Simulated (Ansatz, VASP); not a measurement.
**Al: VASP beside Ansatz**

The input INCAR:

```
SYSTEM = Al
ALGO = Fast
EDIFF = 1E-7
ENCUT = 520
GGA = PE
ISIF = 2
ISMEAR = 0
LASPH = .TRUE.
LCHARG = .FALSE.
LREAL = .FALSE.
LWAVE = .FALSE.
NBANDS = 8
NELM = 100
PREC = Accurate
SIGMA = 0.15
```

The input KPOINTS:

```
k-points
0
G
  22 22 22
  0 0 0
```

Contents of POSCAR:

```
Al
1.0
   -1.4652082871      1.4652082871      2.1289476411
    1.4652082871     -1.4652082871      2.1289476411
    1.4652082871      1.4652082871     -2.1289476411
Al
1
Direct
    0.0000000000      0.0000000000      0.0000000000
```

Input for Ansatz:

```yaml
crystal:
  lattice:
    - [-1.4652082871, 1.4652082871, 2.1289476411]
    - [1.4652082871, -1.4652082871, 2.1289476411]
    - [1.4652082871, 1.4652082871, -2.1289476411]
  atoms:
    - { symbol: Al, position: [0.0, 0.0, 0.0] }
basis:
  ecutwfc: 420
kpoints:
  mp_grid: { grid: [22, 22, 22] }
hamiltonian:
  xc: pbe
scf:
  occupations: { method: gaussian, width: 0.15 }
output:
  forces: true
  stress: true
  eigenvalues: true
```

Alike in both runs: task single point; functional PBE; k mesh 22 × 22 × 22; occupations gaussian, width 0.15 eV; no spin polarisation.

|  | VASP | Ansatz |
| --- | --- | --- |
| version | VASP 6.6.1 | Ansatz 0.2.0 |
| potentials or method | VASP PAW PBE potentials, release 64 (Al), cutoff 520 eV | scalar-relativistic, plane waves, PAW |
| valence electrons in the cell | 3 | 3 |

Ansatz gave:

```
gap on the k mesh at the Fermi level (eV)                     : none
pressure (GPa)                                                : -6.2
traceless stress, the component that is largest in VASP (GPa) : -0.79
```

Q: Which values does VASP return?

A: gap on the k mesh at the Fermi level (eV): none; pressure (GPa): -6.3; traceless stress, the component that is largest in VASP (GPa): -0.79.

A gap of «none» marks a metal or a gap that the smearing closes. With one functional, cell and mesh, what is left measures potentials, basis and numerics.
